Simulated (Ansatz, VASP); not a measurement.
# PbO2: VASP beside Ansatz

File INCAR:

```
SYSTEM = PbO2
PREC = Accurate ; ENCUT = 520
EDIFF = 1E-6 ; ISMEAR = -1
SIGMA = 0.05 ; LREAL = .FALSE.
LASPH = .TRUE. ; NELM = 60
ALGO = Normal ; ISIF = 2
LWAVE = .FALSE. ; LCHARG = .FALSE.
GGA = PS ; NBANDS = 20
```

Contents of KPOINTS:

```
regular mesh
0
G
  9 9 9
  0 0 0
```

Contents of POSCAR:

```
PbO2
1.0
    0.0000000000      2.7198865082      2.7198865082
    2.7198865082      0.0000000000      2.7198865082
    2.7198865082      2.7198865082      0.0000000000
Pb O
1 2
Direct
    0.0000000000      0.0000000000      0.0000000000
    0.7500000000      0.7500000000      0.7500000000
    0.2500000000      0.2500000000      0.2500000000
```

input.yaml

```yaml
crystal:
  lattice:
    - [0.0, 2.7198865082, 2.7198865082]
    - [2.7198865082, 0.0, 2.7198865082]
    - [2.7198865082, 2.7198865082, 0.0]
  atoms:
    - { symbol: Pb, position: [0.0, 0.0, 0.0] }
    - { symbol: O, position: [0.75, 0.75, 0.75] }
    - { symbol: O, position: [0.25, 0.25, 0.25] }
kpoints:
  mp_grid: { grid: [9, 9, 9] }
scf:
  occupations: { method: fermi_dirac, width: 0.05 }
hamiltonian:
  xc: pbesol
  pseudopotentials: { kind: all_electron, lapw: { basis_error: 0.001 } }
output:
  forces: true
  stress: true
  eigenvalues: true
```

Change from the starting cell: volume scaled by 1.02.

Alike in both runs: task single point; functional PBEsol; k mesh 9 × 9 × 9; occupations fermi-dirac, width 0.05 eV; no spin polarisation.

|  | VASP | Ansatz |
| --- | --- | --- |
| version | VASP 6.6.1 | Ansatz 0.2.0 |
| potentials or method | VASP PAW PBE potentials, release 64 (Pb_d, O), cutoff 520 eV | all-electron LAPW, scalar-relativistic |

|  | VASP | Ansatz | Ansatz less VASP |
| --- | --- | --- | --- |
| gap on the k mesh at the Fermi level (eV) | none | none | - |
| pressure (GPa) | -7.9 | -8.0 | -0.14 |

VASP's potentials were made for PBE, not for PBEsol. A gap of «none» marks a metal or a gap that the smearing closes. Ansatz ran all-electron here, and VASP with PAW potentials.

Spin-orbit coupling is off throughout.
